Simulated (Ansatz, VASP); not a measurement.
## Si in VASP and in Ansatz

The input INCAR:

```
SYSTEM = Si
PREC = Accurate
ENCUT = 520
EDIFF = 1E-6
ISMEAR = 0
SIGMA = 0.03
LREAL = .False.
LASPH = .True.
NELM = 100
ALGO = Normal
ISIF = 2
LWAVE = .False.
LCHARG = .True.
LELF = .True.
LVHAR = .True.
NBANDS = 16
```

Contents of KPOINTS:

```
Automatic mesh
0
Gamma
  12 12 6
  0 0 0
```

The input POSCAR:

```
Si
1.0
    3.8313174605      0.0000000000      0.0000000000
   -1.9156587303      2.8203155131      0.0000000000
    0.0000000000      0.0000000000      6.3326220002
Si
4
Direct
    0.3333333333      0.6666666667      0.0630095000
    0.6666666667      0.3333333333      0.5630095000
    0.3333333333      0.6666666667      0.4369905000
    0.6666666667      0.3333333333      0.9369905000
```

Input for Ansatz:

```yaml
crystal:
  lattice:
    - [3.8313174605, 0.0, 0.0]
    - [-1.9156587303, 2.8203155131, 0.0]
    - [0.0, 0.0, 6.3326220002]
  atoms:
    - { symbol: Si, position: [0.3333333333, 0.6666666667, 0.0630095] }
    - { symbol: Si, position: [0.6666666667, 0.3333333333, 0.5630095] }
    - { symbol: Si, position: [0.3333333333, 0.6666666667, 0.4369905] }
    - { symbol: Si, position: [0.6666666667, 0.3333333333, 0.9369905] }
basis:
  ecutwfc: 420
kpoints:
  mp_grid: { grid: [12, 12, 6] }
hamiltonian:
  xc: lda
scf:
  occupations: { method: gaussian, width: 0.03 }
output:
  forces: true
  stress: true
  eigenvalues: true
```

Change from the starting cell: strain -0.1500 x Voigt [0, 1, 0, 0, 0, 0], atoms carried along.

Alike in both runs: task single point; functional LDA; k mesh 12 × 12 × 6; occupations gaussian, width 0.03 eV; no spin polarisation.

|  | VASP | Ansatz |
| --- | --- | --- |
| version | VASP 6.6.1 | Ansatz 0.2.0 |
| potentials or method | VASP PAW LDA potentials, release 64 (Si), cutoff 520 eV | scalar-relativistic, plane waves, PAW |
| valence electrons in the cell | 16 | 16 |

```tsv
	VASP	Ansatz	Ansatz less VASP
gap on the k mesh at the Fermi level (eV)	none	none	-
pressure (GPa)	21.1	21.0	-0.09
traceless stress, the component that is largest in VASP (GPa)	30.27	30.20	-0.071
rms of the force components (eV/Å)	2.132	2.130	-0.0019
```

LDA's correlation is that of Perdew and Zunger in VASP and of Perdew and Wang (1992) in Ansatz. Atom by atom the forces differ by 0.002 eV/Å (rms over components). A gap of «none» marks a metal or a gap that the smearing closes.
